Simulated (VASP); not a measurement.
CsBe:

```xyz
2
Lattice="3.4858 0.0000 0.0000 0.0000 3.4858 0.0000 0.0000 0.0000 4.5688" Properties=species:S:1:pos:R:3 pbc="T T T"
Cs    1.7429    1.7429    2.2844
Be    0.0000    0.0000    0.0000
```

| Quantity | Value |
| --- | --- |
| Program | VASP 6.6.1 |
| Task | relaxation of cell and atoms |
| Functional | PBE |
| Potentials or basis | VASP PAW PBE potentials, release 64 (Cs_sv, Be) |
| Cutoff | 600 eV |
| k mesh | 6 × 6 × 4 |
| Occupations | gaussian, width 0.1 eV |
| Spin | no spin polarisation |

At the start: pressure 5.5 GPa; volume 27.76 Å³/atom.

Task: Where does the relaxation end?

Result: Over 12 steps the energy falls by 188.7 meV/atom and the volume is 41.90 Å³/atom (+50.9 %); space group P4/mmm (No. 123, to 0.05 Å).

Step by step:
| step | energy change (eV) | largest force (eV/Å) | pressure (GPa) | volume (Å³) |
| --- | --- | --- | --- | --- |
| 1 | 0.0000 | 0.0000 | 5.53 | 55.51 |
| 2 | -0.1879 | 0.0000 | 2.36 | 63.57 |
| 3 | -0.2686 | 0.0000 | 0.82 | 71.98 |
| 4 | -0.2662 | 0.0000 | -0.58 | 90.97 |
| 5 | -0.2864 | 0.0000 | -0.09 | 81.66 |
| 6 | -0.2868 | 0.0000 | -0.01 | 80.37 |
| 7 | -0.2977 | 0.0000 | -0.02 | 80.82 |
| 8 | -0.3254 | 0.0000 | -0.02 | 82.01 |
| 9 | -0.3650 | 0.0000 | 0.14 | 83.53 |
| 10 | -0.3239 | 0.0000 | -0.01 | 82.66 |
| 11 | -0.3742 | 0.0000 | 0.15 | 83.80 |
| 12 | -0.3774 | 0.0000 | 0.07 | 83.80 |

Final structure:
```
Cs Be
1.0
     4.56287    0.00000    0.00000
     0.00000    4.56287    0.00000
     0.00000    0.00000    4.02489
Cs Be
1 1
Direct
  0.50000 0.50000 0.50000
  0.00000 0.00000 0.00000
```

Caveat: the volume moved by over 15 % at a fixed basis, so the end points are rough.
